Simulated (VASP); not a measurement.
# Ti (P6_3/mmc) in VASP: settings compared

Aim: see how the results for Ti move with the level of theory and the settings. Levels: LDA, PBEsol, RPBE, PBEsol-based global hybrid with 25 % exact exchange. Tasks: relaxation of cell and atoms, single point.

Everything below comes from runs of VASP 6.6.1. Logs are shortened: lines on timing, memory, paths and dates and some standing lists are left out, and cuts for length are marked.

## (1) The cell of the first run

It takes space group P6_3/mmc (No. 194, hexagonal). Conventional cell: a = 2.950 Å, b = 2.950 Å, c = 4.680 Å, α = 90.00°, β = 90.00°, γ = 120.00°. Within 3.8 Å of Ti (site symmetry -6m2) lie 12 Ti at 2.89 to 2.95 Å.

## (2) Relaxation of cell and atoms, LDA

Input file INCAR:

```
PREC     = Accurate       # precision mode
ENCUT    = 600            # plane-wave cutoff, eV
EDIFF    = 1E-6           # SCF threshold, eV
ISMEAR   = -1             # smearing method
SIGMA    = 0.05           # smearing width, eV
LREAL    = False          # projectors in reciprocal space
LASPH    = True           # aspherical terms in the spheres
NELM     = 100            # most SCF steps
ALGO     = Normal         # electronic algorithm
ISIF     = 3              # what is computed and relaxed
LWAVE    = False          # write WAVECAR
LCHARG   = False          # write CHGCAR
GGA      = CA             # functional
IBRION   = 2              # ionic algorithm
NSW      = 60             # ionic steps
EDIFFG   = -0.01          # ionic threshold
```

Input file KPOINTS:

```
Automatic mesh
0
Gamma
  10 10 6
```

Input file POSCAR:

```
Ti
1.0
    2.9500000000      0.0000000000      0.0000000000
   -1.4750000000      2.5547749412      0.0000000000
    0.0000000000      0.0000000000      4.6800000000
Ti
2
Direct
    0.6666666667      0.3333333333      0.7500000000
    0.3333333333      0.6666666667      0.2500000000
```

Potentials or basis: VASP PAW LDA potentials, release 64 (Ti_sv).

Run with:

```
> cat potpaw_LDA.64/Ti_sv/POTCAR > POTCAR
> mpirun -np 1 vasp_std > vasp.out
```

OUTCAR:

```text
PREC = Accurate
   ENCUT = 600
   EDIFF = 1E-6
   ISMEAR = -1
   LREAL = False
   LASPH = True
   NELM = 100
   ISIF = 3
   GGA = CA
   IBRION = 2
   NSW = 60
   EDIFFG = -0.01

 ion  position               nearest neighbor table
   1  0.667  0.333  0.750-   2 2.89   2 2.89   2 2.89   2 2.89   2 2.89   2 2.89
   2  0.333  0.667  0.250-   1 2.89   1 2.89   1 2.89   1 2.89   1 2.89   1 2.89

  LATTYP: Found a hexagonal cell.
 ALAT       =     2.9500000000
 C/A-ratio  =     1.5864406780

  Lattice vectors:

 A1 = (   2.9500000000,   0.0000000000,   0.0000000000)
 A2 = (  -1.4750000000,   2.5547749412,   0.0000000000)
 A3 = (   0.0000000000,   0.0000000000,   4.6800000000)

Analysis of symmetry for initial positions (statically):
=====================================================================
 Subroutine PRICEL returns:
 Original cell was already a primitive cell.

 Routine SETGRP: Setting up the symmetry group for a
 hexagonal supercell.

 Subroutine GETGRP returns: Found 24 space group operations
 (whereof 12 operations were pure point group operations)
 out of a pool of 24 trial point group operations.

The static configuration has the point symmetry D_3d.
 The point group associated with its full space group is D_6h.

Analysis of symmetry for dynamics (positions and initial velocities):
=====================================================================
 Subroutine PRICEL returns:
 Original cell was already a primitive cell.

 Routine SETGRP: Setting up the symmetry group for a
 hexagonal supercell.

 Subroutine GETGRP returns: Found 24 space group operations
 (whereof 12 operations were pure point group operations)
 out of a pool of 24 trial point group operations.

The dynamic configuration has the point symmetry D_3d.
 The point group associated with its full space group is D_6h.

 Subroutine INISYM returns: Found 24 space group operations
 (whereof 12 operations are pure point group operations),
 and found     1 'primitive' translations

----------------------------------------------------------------------------------------

                                     Primitive cell

  volume of cell :      35.2712
[... 108 lines left out ...]
     AMIX     =   0.40;   BMIX     =  1.00
     AMIX_MAG =   1.60;   BMIX_MAG =  1.00
  volume/ion in A,a.u.               =      17.64       119.01
  Fermi-wavevector in a.u.,A,eV,Ry     =   1.439920  2.721055 28.209912  2.073370
  Thomas-Fermi vector in A             =   2.558722
   LORBIT       =      0    0 simple, 1 ext, 2 COOP (PROOUT), +10 PAW based schemes
   GGA     = CA    functional components
   LHFCALC =     F    Hartree Fock is set to
   AEXX    =    0.0000 exact exchange contribution
   IVDW    =     0    specifies the selected vdW correction
   LEPSILON=     F    determine dielectric tensor
   LRPA    =     F    only Hartree local field effects (RPA)
 conjugate gradient relaxation of ions
 non-spin polarized calculation
  energy-cutoff  :      600.00
  volume of cell :       35.27
 maximum number of plane-waves:      1194
 NGX is ok and might be reduce to    24
   NGX = 11   NGY = 11   NGZ = 19

--------------------------------------- Ionic step        1  -------------------------------------------

 number of electron      23.9999997 magnetization

 Free energy of the ion-electron system (eV)
  ---------------------------------------------------
  ext. energy  EPLUGINS =         0.00000000
  ---------------------------------------------------
  free energy    TOTEN  =       -17.00401108 eV

  energy without entropy =      -16.98304173  energy(sigma->0) =      -16.99352641

------------------------ aborting loop because EDIFF is reached ----------------------------------------

  FORCE on cell =-STRESS in cart. coord.  units (eV):
  Direction    XX          YY          ZZ          XY          YZ          ZX
  --------------------------------------------------------------------------------------
  -------------------------------------------------------------------------------------
  Total       -2.1133072     -2.1133072     -2.2698943      0.0000000     -0.0000000      0.0000000
  in kB      -95.9959045    -95.9959045   -103.1087909      0.0000000     -0.0000000      0.0000000
  external PRESSURE =     -98.3668667 kB  Pullay stress =       0.0000000 kB
[... 89 lines left out ...]
  FREE ENERGIE OF THE ION-ELECTRON SYSTEM (eV)
  ---------------------------------------------------
  free  energy   TOTEN  =       -17.1076874198 eV

  energy  without entropy=      -17.0892511999  energy(sigma->0) =      -17.09846931

[... ionic steps 4 to 8 ...]

--------------------------------------- Ionic step        9  -------------------------------------------

 number of electron      24.0000008 magnetization

------------------------ aborting loop because EDIFF is reached ----------------------------------------
[... 67 lines left out ...]
--------------------------------------- Ionic step       11  -------------------------------------------

 number of electron      24.0000008 magnetization

 Free energy of the ion-electron system (eV)
  ---------------------------------------------------
  ext. energy  EPLUGINS =         0.00000000
  ---------------------------------------------------
  free energy    TOTEN  =       -17.10778011 eV

  energy without entropy =      -17.08957908  energy(sigma->0) =      -17.09867960

 E-fermi :   8.9376     XC(G=0): -12.1627

 val. band max:        8.8435326736   @ k =   0.1000   0.1000   0.1667
 cond. band min:       8.9470816058   @ k =   0.3000   0.2000   0.3333
 fundamental gap:      0.1035489322
 Fermi energy:         8.9375840649

 k-point     1 :       0.0000    0.0000    0.0000
  band No.  band energies     occupation
      1     -47.1005      2.00000
      2     -46.9001      2.00000
      3     -24.1856      2.00000
      4     -23.3425      2.00000
      5     -23.3425      2.00000
      6     -23.2407      2.00000
[... 433 lines left out ...]
      3     -23.9925      2.00000
      4     -23.8396      2.00000
      5     -23.6934      2.00000
      6     -23.5364      2.00000
[... 8 lines left out ...]
     15      10.2153      0.00000
     16      12.2788      0.00000

 [... further k-points ...]

------------------------ aborting loop because EDIFF is reached ----------------------------------------

  FORCE on cell =-STRESS in cart. coord.  units (eV):
  Direction    XX          YY          ZZ          XY          YZ          ZX
  --------------------------------------------------------------------------------------
  -------------------------------------------------------------------------------------
  Total        0.0065398      0.0065398     -0.0002930     -0.0000000      0.0000000      0.0000000
  in kB        0.3261282      0.3261282     -0.0146115     -0.0000000      0.0000000      0.0000000
  external PRESSURE =       0.2125483 kB  Pullay stress =       0.0000000 kB
[... 17 lines left out ...]
  FREE ENERGIE OF THE ION-ELECTRON SYSTEM (eV)
  ---------------------------------------------------
  free  energy   TOTEN  =       -17.1077801147 eV

  energy  without entropy=      -17.0895790828  energy(sigma->0) =      -17.09867960

 reached required accuracy - stopping structural energy minimisation
```

CONTCAR:

```text
Ti
   1.00000000000000
     2.8648518835217884   -0.0000000000000000   -0.0000000000000000
    -1.4324259417608942    2.4810345092423534   -0.0000000000000000
    -0.0000000000000000   -0.0000000000000000    4.5201732802072705
  Ti
     2
Direct
     0.6666666667000030    0.3333333332999970    0.7500000000000000
     0.3333333332999970    0.6666666667000030    0.2500000000000000

  0.00000000E+00  0.00000000E+00  0.00000000E+00
  0.00000000E+00  0.00000000E+00  0.00000000E+00
```

It took 2.4 min on 1 thread of Intel Xeon Platinum 8488C (Sapphire Rapids), shared host; peak memory 0.17 GiB.

Results:

| Property | Result |
| --- | --- |
| Free energy | -17.1078 eV |
| Relaxed volume | 16.06 Å³/atom |
| Relaxed cell | a = 2.865 Å, b = 2.865 Å, c = 4.520 Å, α = 90.00°, β = 90.00°, γ = 120.00° |
| Space group after relaxing (to 0.1 Å) | P6_3/mmc (No. 194) |
| Energy gained by relaxing | 51.9 meV/atom |
| Ionic steps | 11 |
| Pressure after relaxing | 0.0 GPa |
| Band gap on the k mesh | zero (bands 12 and 13 overlap by 0.94 eV) |

The path:
```csv
step,energy change (eV),largest force (eV/Å),pressure (GPa),volume (Å³)
1,0.0000,0.0000,-9.84,35.27
2,-0.0438,0.0000,9.54,30.03
3,-0.1037,0.0000,-0.05,32.16
4,-0.1037,0.0000,0.11,32.09
5,-0.1037,0.0000,-0.01,32.14
6,-0.1038,0.0000,0.05,32.15
7,-0.1038,0.0000,-0.12,32.17
8,-0.1038,0.0000,-0.16,32.17
9,-0.1038,0.0000,-0.17,32.16
10,-0.1038,0.0000,-0.08,32.16
11,-0.1038,0.0000,0.02,32.13
```

Final structure:
```
Ti
1.0
     2.86485    0.00000    0.00000
    -1.43243    2.48103    0.00000
     0.00000    0.00000    4.52017
Ti
2
Direct
  0.66667 0.33333 0.75000
  0.33333 0.66667 0.25000
```

LDA usually gives volumes a few per cent too small. Zero-point motion and thermal expansion aren't in these numbers.

[end of part 1 of 2]

The gap in the log of VASP goes by the Fermi energy; the results here count the filled bands.